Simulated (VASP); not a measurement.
Crystal: Sc.

```
Sc
1.0
     3.30900    0.00000    0.00000
    -1.65450    2.86568    0.00000
     0.00000    0.00000    5.27330
Sc
2
Direct
  0.66667 0.33333 0.75000
  0.33333 0.66667 0.25000
```

```yaml
Program: VASP 6.6.1
Task: relaxation of cell and atoms
Functional: PBE
Dispersion: D3(BJ)
Potentials_or_basis: VASP PAW PBE potentials, release 64 (Sc_sv)
Cutoff: 600 eV
k_mesh: 9 × 9 × 5
Occupations: fermi-dirac, width 0.05 eV
Spin: no spin polarisation
```

At the start: pressure -3.1 GPa; volume 25.00 Å³/atom.

Where does the relaxation end?

Over 5 steps the energy falls by 16.8 meV/atom and the volume is 23.53 Å³/atom (-5.9 %); space group P6_3/mmc (No. 194, to 0.05 Å).

The path:
```tsv
step	energy change (eV)	largest force (eV/Å)	pressure (GPa)	volume (Å³)
1	0.0000	0.0000	-3.11	50.00
2	-0.0314	0.0000	0.65	46.57
3	-0.0321	0.0000	0.12	46.99
4	-0.0333	0.0000	0.05	47.03
5	-0.0336	0.0000	0.00	47.06
```

Final structure:
```
Sc
1.0
     3.26867    0.00000    0.00000
    -1.63434    2.83075    0.00000
     0.00000    0.00000    5.08599
Sc
2
Direct
  0.66667 0.33333 0.75000
  0.33333 0.66667 0.25000
```

Caveat: pairwise dispersion overbinds metals, which lowers pressure and volume.
